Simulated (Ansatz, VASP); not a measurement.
## Bi: VASP beside Ansatz

```
CELL_PARAMETERS angstrom
4.44822 0.00000 0.00000
-2.22411 3.85227 0.00000
0.00000 0.00000 11.82900
ATOMIC_POSITIONS crystal
Bi 0.33333 0.66667 0.25000
Bi 0.66667 0.33333 0.75000
```

Change from the starting cell: equal xx and yy strain of -2 %, crystal datasets.

Alike in both runs: task electric field gradients; functional PBEsol; k mesh 9 × 9 × 3; occupations fermi-dirac, width 0.08 eV; no spin polarisation.

|  | VASP | Ansatz |
| --- | --- | --- |
| version | VASP 6.6.1 | Ansatz 0.2.0 |
| potentials or method | VASP PAW PBE potentials, release 64 (Bi_d), cutoff 520 eV | all-electron PAW with datasets made for the crystal, scalar-relativistic |

```tsv
	VASP	Ansatz	Ansatz less VASP
pressure (GPa)	-3.7	-3.7	+0.03
traceless stress, the component that is largest in VASP (GPa)	3.36	3.36	0.000
size of Vzz on the site where it differs most (V/Å²)	215.6	212.0	-3.66
```

VASP's potentials were made for PBE, not for PBEsol. Ansatz ran all-electron here, and VASP with PAW potentials.

Spin-orbit coupling is off throughout.
